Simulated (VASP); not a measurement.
**ZrC: single point with LDA**

The system is ZrC.

```
CELL_PARAMETERS angstrom
0.00000 2.31672 2.31672
2.31672 0.00000 2.31672
2.31672 2.31672 0.00000
ATOMIC_POSITIONS crystal
Zr 0.50000 0.50000 0.50000
C 0.00000 0.00000 0.00000
```

| Item | Value |
| --- | --- |
| Program | VASP 6.6.1 |
| Task | single point |
| Functional | LDA |
| Potentials or basis | VASP PAW LDA potentials, release 64 (Zr_sv, C) |
| Cutoff | 520 eV |
| k mesh | 10 × 10 × 10 |
| Occupations | fermi-dirac, width 0.05 eV |
| Spin | no spin polarisation |

The pressure is 2.0 GPa and the band gap on the k mesh is zero (band 8 reaches 10.91 eV, above the bottom of band 9 at 9.64 eV).

Levels at points of the mesh, in eV from the Fermi level:
```
           k point  band 6  band 7  band 8  band 9  band 10  band 11
(0.00, 0.00, 0.00)    0.94    0.94    0.94    1.04     1.04     1.04
(0.50, 0.00, 0.00)   -5.49   -3.10   -3.10    4.68     4.68     5.55
(0.50, 0.50, 0.00)   -1.96   -1.95    0.11    0.11     4.67     5.93
```

It took 21 s on 1 thread of Intel Xeon 8259CL (shared host), peak memory 0.14 GiB.
